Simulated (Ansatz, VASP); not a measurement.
**One calculation of In3Se, two programs**

```
In Se
1.0
     4.58785    0.00000    0.00000
     0.00000    4.58785    0.00000
     0.00000    0.00000    4.58785
In Se
3 1
Direct
  0.00000 0.50000 0.50000
  0.50000 0.00000 0.50000
  0.50000 0.50000 0.00000
  0.94278 0.00000 0.00000
```

Alike in both runs: task single point; functional PBEsol; dispersion D3(BJ); k mesh 10 × 10 × 10; occupations gaussian, width 0.15 eV; no spin polarisation.

|  | VASP | Ansatz |
| --- | --- | --- |
| version | VASP 6.6.1 | Ansatz 0.2.0 |
| potentials or method | VASP PAW PBE potentials, release 64 (In_d, Se), cutoff 520 eV | scalar-relativistic, plane waves, PAW |
| valence electrons in the cell | 45 | 55 |

```csv
,VASP,Ansatz,Ansatz less VASP
gap on the k mesh at the Fermi level (eV),none,none,-
pressure (GPa),0.4,0.4,0.00
"traceless stress, the component that is largest in VASP (GPa)",-0.43,-0.43,0.000
rms of the force components (eV/Å),0.112,0.110,-0.0019
```

VASP's potentials were made for PBE, not for PBEsol. Atom by atom the forces differ by 0.003 eV/Å (rms over components). A gap of «none» marks a metal or a gap that the smearing closes. VASP's potentials hold 45 valence electrons a cell and Ansatz's 55, so a difference there can come from the potentials and not from the codes.
